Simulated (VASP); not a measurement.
# Ir (I4/mmm) in VASP: a series of runs

Runs on Ir. Level: LDA. Tasks: single point.

Program: VASP 6.6.1. These are calculated values, not measurements. Logs are shortened: lines on timing, memory, paths and dates and some standing lists are left out, and cuts for length are marked.

## 1. The cell of the first run

Symmetry: I4/mmm, No. 139, tetragonal system. Conventional cell: a = 2.489 Å, b = 2.489 Å, c = 4.108 Å, α = 90.00°, β = 90.00°, γ = 90.00°. Within 3.3 Å of Ir (site symmetry 4/mmm) lie 12 Ir at 2.49 to 2.71 Å.

## 2. Single point, LDA (12.73 Å³/atom)

INCAR

```
  PREC = Accurate
  ENCUT = 520
  EDIFF = 1E-7
  ISMEAR = 0
  SIGMA = 0.15
  LREAL = F
  LASPH = T
  NELM = 60
  ALGO = Fast
  ISIF = 2
  LWAVE = F
  LCHARG = F
  GGA = CA
  NBANDS = 10
```

KPOINTS

```
Automatic mesh
0
Gamma
  22 22 22
```

POSCAR

```
Ir
1.0
    0.0000000000      1.7602099769      2.0541650431
    1.7602099769      0.0000000000      2.0541650431
    1.7602099769      1.7602099769      0.0000000000
Ir
1
Direct
    0.0000000000      0.0000000000      0.0000000000
```

Potentials or basis: VASP PAW LDA potentials, release 64 (Ir).

Started as:

```
$ cat potpaw_LDA.64/Ir/POTCAR > POTCAR
$ mpirun -np 1 vasp_std > vasp.out
```

OUTCAR:

```text
PREC = Accurate
   ENCUT = 520
   EDIFF = 1E-7
   ISMEAR = 0
   LREAL = F
   LASPH = T
   NELM = 60
   ISIF = 2
   GGA = CA

 ion  position               nearest neighbor table
   1  0.000  0.000  0.000-

  LATTYP: Found a body centered tetragonal cell.
 ALAT       =     2.4893128220
 C/A-ratio  =     1.6503872273

  Lattice vectors:

 A1 = (  -1.7602099769,   0.0000000000,   2.0541650431)
 A2 = (   1.7602099769,   0.0000000000,   2.0541650431)
 A3 = (   0.0000000000,   1.7602099769,  -2.0541650431)

Analysis of symmetry for initial positions (statically):
=====================================================================
 Subroutine PRICEL returns:
 Original cell was already a primitive cell.

 Routine SETGRP: Setting up the symmetry group for a
 body centered tetragonal supercell.

 Subroutine GETGRP returns: Found 16 space group operations
 (whereof 16 operations were pure point group operations)
 out of a pool of 16 trial point group operations.

The static configuration has the point symmetry D_4h.

Analysis of symmetry for dynamics (positions and initial velocities):
=====================================================================
 Subroutine PRICEL returns:
 Original cell was already a primitive cell.

 Routine SETGRP: Setting up the symmetry group for a
 body centered tetragonal supercell.

 Subroutine GETGRP returns: Found 16 space group operations
 (whereof 16 operations were pure point group operations)
 out of a pool of 16 trial point group operations.

The dynamic configuration has the point symmetry D_4h.

 Subroutine INISYM returns: Found 16 space group operations
 (whereof 16 operations are pure point group operations),
 and found     1 'primitive' translations

----------------------------------------------------------------------------------------

                                     Primitive cell

  volume of cell :      12.7290

  direct lattice vectors                    reciprocal lattice vectors
     0.000000000  1.760209977  2.054165043    -0.284057020  0.284057020  0.243407900
     1.760209977  0.000000000  2.054165043     0.284057020 -0.284057020  0.243407900
     1.760209977  1.760209977  0.000000000     0.284057020  0.284057020 -0.243407900

  length of vectors
     2.705167867  2.705167867  2.489312822     0.469706490  0.469706490  0.469706490

  position of ions in fractional coordinates (direct lattice)
     0.000000000  0.000000000  0.000000000

  ion indices of the primitive-cell ions
   primitive index   ion index
                 1           1

----------------------------------------------------------------------------------------

 KPOINTS: Automatic mesh

Automatic generation of k-mesh.
 Grid dimensions read from file:
 generate k-points for:   22   22   22

 Generating k-lattice:

  Cartesian coordinates                     Fractional coordinates (reciprocal lattice)
    -0.012911683  0.012911683  0.011063995     0.045454545  0.000000000  0.000000000
     0.012911683 -0.012911683  0.011063995     0.000000000  0.045454545  0.000000000
     0.012911683  0.012911683 -0.011063995     0.000000000  0.000000000  0.045454545

  Length of vectors
     0.021350295  0.021350295  0.021350295

  Shift w.r.t. Gamma in fractional coordinates (k-lattice)
     0.000000000  0.000000000  0.000000000

 Subroutine IBZKPT returns following result:
 ===========================================

 Found    834 irreducible k-points:

 Following reciprocal coordinates:
            Coordinates               Weight
  0.000000  0.000000  0.000000      1.000000
  0.045455  0.000000  0.000000      8.000000
  0.090909  0.000000  0.000000      8.000000
  0.136364  0.000000  0.000000      8.000000
  0.181818  0.000000  0.000000      8.000000
  0.227273  0.000000  0.000000      8.000000
[... 16 lines left out ...]
  0.500000  0.045455  0.000000      8.000000
 -0.454545  0.045455  0.000000      8.000000
 [... further k-points ...]
   k-points           NKPTS =    834   k-points in BZ     NKDIM =    834   number of bands    NBANDS=     10
   number of dos      NEDOS =    301   number of ions     NIONS =      1
   total plane-waves  NPLWV =   8000
   dimension x,y,z NGX =    20 NGY =   20 NGZ =   20
   dimension x,y,z NGXF=    40 NGYF=   40 NGZF=   40
   ions per type =               1
   NGX,Y,Z   is equivalent  to a cutoff of  12.29, 12.29, 13.36 a.u.
   NGXF,Y,Z  is equivalent  to a cutoff of  24.58, 24.58, 26.71 a.u.
 SYSTEM =  unknown system
   PREC   = accura    normal or accurate (medium, high low for compatibility)
   ISTART =      0    job   : 0-new  1-cont  2-samecut
   ICHARG =      2    charge: 1-file 2-atom 10-const
   ISPIN  =      1    spin polarized calculation?
   LNONCOLLINEAR =      F non collinear calculations
   LSORBIT =      F    spin-orbit coupling
   LASPH  =      T    aspherical Exc in radial PAW
   ENCUT  =  520.0 eV  38.22 Ry    6.18 a.u.   5.03  5.03  4.63*2*pi/ulx,y,z
   NELM   =     60;   NELMIN=  2; NELMDL= -5     # of ELM steps
   EDIFF  = 0.1E-06   stopping-criterion for ELM
   LREAL  =      F    real-space projection
   EDIFFG = 0.1E-05   stopping-criterion for IOM
   NSW    =      0    number of steps for IOM
   IBRION =     -1    ionic relax: 0-MD 1-quasi-New 2-CG
   NFREE  =      0    steps in history (QN), initial steepest desc. (CG)
   ISIF   =      2    stress and relaxation
   ISYM   =      2    0-nonsym 1-usesym 2-fastsym
   POTIM  = 0.5000    time-step for ionic-motion
   TEBEG  =    0.0;   TEEND  =   0.0 temperature during run
   PSTRESS=    0.0 pullay stress
   NELECT =       9.0000    total number of electrons
   NUPDOWN=      -1.0000    fix difference up-down
   EMIN   =  10.00;   EMAX   =-10.00  energy-range for DOS
   EFERMI =   0.00;   METHOD = LEGACY
   ISMEAR =     0;   SIGMA  =   0.15  broadening in eV -4-tet -1-fermi 0-gaus
   EFERMI_NEDOS =   21; number of points for ismear=-14 and -15
   IALGO  =     68    algorithm
   IMIX   =      4    mixing-type and parameters
     AMIX     =   0.40;   BMIX     =  1.00
     AMIX_MAG =   1.60;   BMIX_MAG =  1.00
  volume/ion in A,a.u.               =      12.73        85.90
  Fermi-wavevector in a.u.,A,eV,Ry     =   1.458448  2.756067 28.940546  2.127070
  Thomas-Fermi vector in A             =   2.575131
   LORBIT       =      0    0 simple, 1 ext, 2 COOP (PROOUT), +10 PAW based schemes
   GGA     = CA    functional components
   LHFCALC =     F    Hartree Fock is set to
   AEXX    =    0.0000 exact exchange contribution
   IVDW    =     0    specifies the selected vdW correction
   LEPSILON=     F    determine dielectric tensor
   LRPA    =     F    only Hartree local field effects (RPA)
 non-spin polarized calculation
 RMM-DIIS sequential band-by-band and
 Gauss-broadening in eV      SIGMA  =   0.15
  energy-cutoff  :      520.00
  volume of cell :       12.73
 maximum number of plane-waves:       364
   NGX = 11   NGY = 11   NGZ =  9

 number of electron       9.0000000 magnetization

 Free energy of the ion-electron system (eV)
  ---------------------------------------------------
  ext. energy  EPLUGINS =         0.00000000
  ---------------------------------------------------
  free energy    TOTEN  =        -9.85056823 eV

  energy without entropy =       -9.84085320  energy(sigma->0) =       -9.84571071

 E-fermi :  12.2426     XC(G=0): -14.7464

 val. band max:       12.2422610747   @ k =  -0.3636  -0.0000   0.3182
 cond. band min:      12.2440767587   @ k =   0.4545   0.0455   0.3636
 fundamental gap:      0.0018156840
 Fermi energy:        12.2426176175

 k-point     1 :       0.0000    0.0000    0.0000
  band No.  band energies     occupation
      1       0.0126      2.00000
      2       6.1545      2.00000
      3       8.7201      2.00000
      4       8.7201      2.00000
      5       9.0383      2.00000
      6      12.4396      0.06328
      7      26.7851      0.00000
      8      29.3022      0.00000
      9      34.4636      0.00000
     10      34.4636      0.00000

 k-point     2 :       0.0455    0.0000    0.0000
  band No.  band energies     occupation
      1       0.1178      2.00000
      2       6.1953      2.00000
      3       8.6487      2.00000
      4       8.7651      2.00000
      5       9.0460      2.00000
      6      12.3745      0.21362
      7      26.9723      0.00000
      8      29.4043      0.00000
      9      33.8474      0.00000
     10      34.6604      0.00000

 k-point     3 :       0.0909    0.0000    0.0000
  band No.  band energies     occupation
      1       0.4247      2.00000
      2       6.3069      2.00000
      3       8.4227      2.00000
      4       8.8942      2.00000
      5       9.1184      2.00000
      6      12.1949      1.34752
      7      27.4859      0.00000
      8      29.6178      0.00000
      9      32.8153      0.00000
     10      35.2347      0.00000

 k-point     4 :       0.1364    0.0000    0.0000
  band No.  band energies     occupation
      1       0.9054      2.00000
      2       6.4619      2.00000
      3       8.0830      2.00000
      4       9.0862      2.00000
      5       9.3126      2.00000
      6      11.9457      1.99488
      7      28.1444      0.00000
      8      29.5635      0.00000
      9      32.3723      0.00000
     10      36.1391      0.00000
[... 222 lines left out ...]
 k-point    22 :       0.4545    0.0455    0.0000
  band No.  band energies     occupation
      1       3.1132      2.00000
      2       6.4197      2.00000
      3       8.9581      2.00000
      4      10.5240      2.00000
      5      12.8420      0.00000
      6      13.5176      0.00000
      7      21.7237      0.00000
      8      25.8431      0.00000
      9      33.4015      0.00000
     10      34.5496      0.00000

 k-point    23 :       0.5000    0.0455    0.0000
  band No.  band energies     occupation
      1       3.0924      2.00000
      2       6.4096      2.00000
      3       8.8630      2.00000
      4      11.0319      2.00000
      5      12.8947      0.00000
      6      14.0523      0.00000
      7      21.0283      0.00000
      8      25.5817      0.00000
      9      32.5764      0.00000
     10      34.3722      0.00000

 k-point    24 :      -0.4545    0.0455    0.0000
  band No.  band energies     occupation
      1       3.0985      2.00000
      2       6.4467      2.00000
      3       8.8443      2.00000
      4      10.8479      2.00000
      5      12.7838      0.00000
      6      14.2892      0.00000
      7      21.1066      0.00000
      8      25.6335      0.00000
      9      32.3546      0.00000
     10      34.6237      0.00000

 [... further k-points ...]

------------------------ aborting loop because EDIFF is reached ----------------------------------------

  FORCE on cell =-STRESS in cart. coord.  units (eV):
  Direction    XX          YY          ZZ          XY          YZ          ZX
  --------------------------------------------------------------------------------------
  -------------------------------------------------------------------------------------
  Total        6.2448759      6.2448759      0.2064318      0.0000000      0.0000000     -0.0000000
  in kB      786.0317912    786.0317912     25.9832137      0.0000000      0.0000000     -0.0000000
  external PRESSURE =     532.6822654 kB  Pullay stress =       0.0000000 kB

 VOLUME and BASIS-vectors are now :
 -----------------------------------------------------------------------------
  energy-cutoff  :      520.00
  volume of cell :       12.73
      direct lattice vectors                 reciprocal lattice vectors
     0.000000000  1.760209977  2.054165043    -0.284057020  0.284057020  0.243407900
     1.760209977  0.000000000  2.054165043     0.284057020 -0.284057020  0.243407900
     1.760209977  1.760209977  0.000000000     0.284057020  0.284057020 -0.243407900

 POSITION                                       TOTAL-FORCE (eV/Angst)
 -----------------------------------------------------------------------------------
      0.00000      0.00000      0.00000         0.000000      0.000000      0.000000
 -----------------------------------------------------------------------------------
    total drift:                                0.000000      0.000000      0.000000

  FREE ENERGIE OF THE ION-ELECTRON SYSTEM (eV)
  ---------------------------------------------------
  free  energy   TOTEN  =        -9.8505682261 eV

  energy  without entropy=       -9.8408532008  energy(sigma->0) =       -9.84571071
```

It took 2.6 min on 1 thread of Intel Xeon Platinum 8488C (Sapphire Rapids), shared host; peak memory 0.23 GiB.

What came out:

- Free energy: -9.8506 eV
- Pressure: 53.3 GPa
- Band gap on the k mesh: zero (an odd number of electrons rules out a gap without spin polarisation)

Stress tensor (GPa, compression positive):
```
78.60  0.00  0.00
 0.00 78.60  0.00
 0.00  0.00  2.60
```

Caveat: the cell stands under pressure; spin-orbit coupling is left out, which moves the levels of the heavy elements.

## 3. Single point, LDA (12.73 Å³/atom)

INCAR

```
SYSTEM = Ir
PREC     = Accurate       ! precision mode
ENCUT    = 520            ! plane-wave cutoff, eV
EDIFF    = 1E-6           ! SCF threshold, eV
ISMEAR   = 0              ! smearing method
SIGMA    = 0.15           ! smearing width, eV
LREAL    = .FALSE.        ! projectors in reciprocal space
LASPH    = .TRUE.         ! aspherical terms in the spheres
NELM     = 80             ! most SCF steps
ALGO     = Fast           ! electronic algorithm
ISIF     = 2              ! what is computed and relaxed
LWAVE    = .FALSE.        ! write WAVECAR
LCHARG   = .TRUE.         ! write CHGCAR
LELF     = .TRUE.         ! ELF
LVHAR    = .TRUE.       
NBANDS   = 10             ! bands
```

KPOINTS

```
Automatic mesh
0
G
  22 22 22
  0 0 0
```

POSCAR

```
Ir
1.0
    0.0000000000      2.0019836597      1.5879734389
    2.0019836597      0.0000000000      1.5879734389
    2.0019836597      2.0019836597      0.0000000000
Ir
1
Direct
    0.0000000000      0.0000000000      0.0000000000
```

Potentials or basis: VASP PAW LDA potentials, release 64 (Ir).

Started as:

```
$ cat potpaw_LDA.64/Ir/POTCAR > POTCAR
$ mpirun -np 1 vasp_std > vasp.out
```

Run time: 1.9 min. Hardware: 1 thread of Intel Xeon Platinum 8488C (Sapphire Rapids), shared host; peak memory 0.23 GiB.

The run converged. Its results:

| Item | Value |
| --- | --- |
| Free energy | -9.6283 eV |
| Pressure | 56.0 GPa |
| Band gap on the k mesh | zero (an odd number of electrons rules out a gap without spin polarisation) |

Stress tensor (GPa, compression positive):
```
 33.94   0.00   0.00
  0.00  33.94   0.00
  0.00   0.00 100.24
```

Levels at points of the mesh, in eV from the Fermi level:
```csv
k point,band 2,band 3,band 4,band 5,band 6,band 7
"(0.00, 0.00, 0.00)",-4.81,-4.81,-3.50,-2.04,-0.07,15.36
"(0.50, 0.00, 0.00)",-6.15,-2.15,-0.55,0.15,2.42,9.14
"(0.50, 0.50, 0.00)",-8.70,1.45,2.00,2.00,6.04,9.70
"(0.50, 0.00, 0.50)",-7.62,0.28,0.35,0.39,2.88,10.35
```

Caveat: the cell stands under pressure; spin-orbit coupling is left out, which moves the levels of the heavy elements.

## 4. Single point, LDA (13.10 Å³/atom)

This run uses another cell than the first one, of 13.10 Å³/atom.

INCAR

```
PREC = Accurate
ENCUT = 520
EDIFF = 1E-6
ISMEAR = 0
SIGMA = 0.15
LREAL = F
LASPH = T
NELM = 80
ALGO = Normal
ISIF = 2
LWAVE = F
LCHARG = F
NBANDS = 10
```

KPOINTS

```
Automatic mesh
0
Gamma
  22 22 22
```

POSCAR

```
Ir
1.0
    0.0000000000      1.9697674167      1.6878936994
    1.9697674167      0.0000000000      1.6878936994
    1.9697674167      1.9697674167      0.0000000000
Ir
1
Direct
    0.0000000000      0.0000000000      0.0000000000
```

Started as:

```
$ cat potpaw_LDA.64/Ir/POTCAR > POTCAR
$ mpirun -np 1 vasp_std > vasp.out
```

It took 74 s on 1 thread of Intel Xeon Platinum 8488C (Sapphire Rapids), shared host; peak memory 0.23 GiB.

The run converged. Its results:

```yaml
Free_energy: -9.9926 eV
Pressure: 34.2 GPa
Band_gap_on_the_k_mesh: zero (an odd number of electrons rules out a gap without spin polarisation)
```

Stress tensor (GPa, compression positive):
```
15.62  0.00  0.00
 0.00 15.62  0.00
 0.00  0.00 71.49
```

Levels at points of the mesh, in eV from the Fermi level:
| k point | band 1 | band 2 | band 3 | band 4 | band 5 | band 6 | band 7 | band 8 | band 9 |
| --- | --- | --- | --- | --- | --- | --- | --- | --- | --- |
| (0.00, 0.00, 0.00) | -11.86 | -4.75 | -4.75 | -2.80 | -2.75 | -0.21 | 14.71 | 18.50 | 18.50 |
| (0.50, 0.00, 0.00) | -8.86 | -5.54 | -3.02 | -0.73 | 0.39 | 1.85 | 8.43 | 13.51 | 19.38 |
| (0.50, 0.50, 0.00) | -8.63 | -8.35 | 1.13 | 1.84 | 1.84 | 4.40 | 10.32 | 10.32 | 14.67 |
| (0.50, 0.00, 0.50) | -8.79 | -7.81 | 0.71 | 0.71 | 0.76 | 2.52 | 10.41 | 12.20 | 14.53 |

Caveat: the cell stands under pressure; spin-orbit coupling is left out, which moves the levels of the heavy elements.

[end of part 1 of 2]
